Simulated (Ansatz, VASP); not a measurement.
## One calculation of Si, two programs

```xyz
2
Lattice="0.0000 2.7153 2.7153 2.7153 0.0000 2.7153 2.7153 2.7153 0.0000" Properties=species:S:1:pos:R:3 pbc="T T T"
Si    0.0000    0.0000    0.0000
Si    1.3577    1.3577    1.3577
```

Alike in both runs: task electric field gradients; functional PBEsol; k mesh 14 × 14 × 14; occupations fermi-dirac, width 0.02 eV; no spin polarisation.

|  | VASP | Ansatz |
| --- | --- | --- |
| version | VASP 6.6.1 | Ansatz 0.2.0 |
| potentials or method | VASP PAW PBE potentials, release 64 (Si) | plane-wave PAW, scalar-relativistic |
| plane-wave cutoff (eV) | 400 | 420 |
| valence electrons in the cell | 8 | 8 |

|  | VASP | Ansatz | Ansatz less VASP |
| --- | --- | --- | --- |
| pressure (GPa) | 0.3 | 0.2 | -0.10 |

VASP's potentials were made for PBE, not for PBEsol. The functional is the same, so the differences come from potentials, cutoffs and numerics.
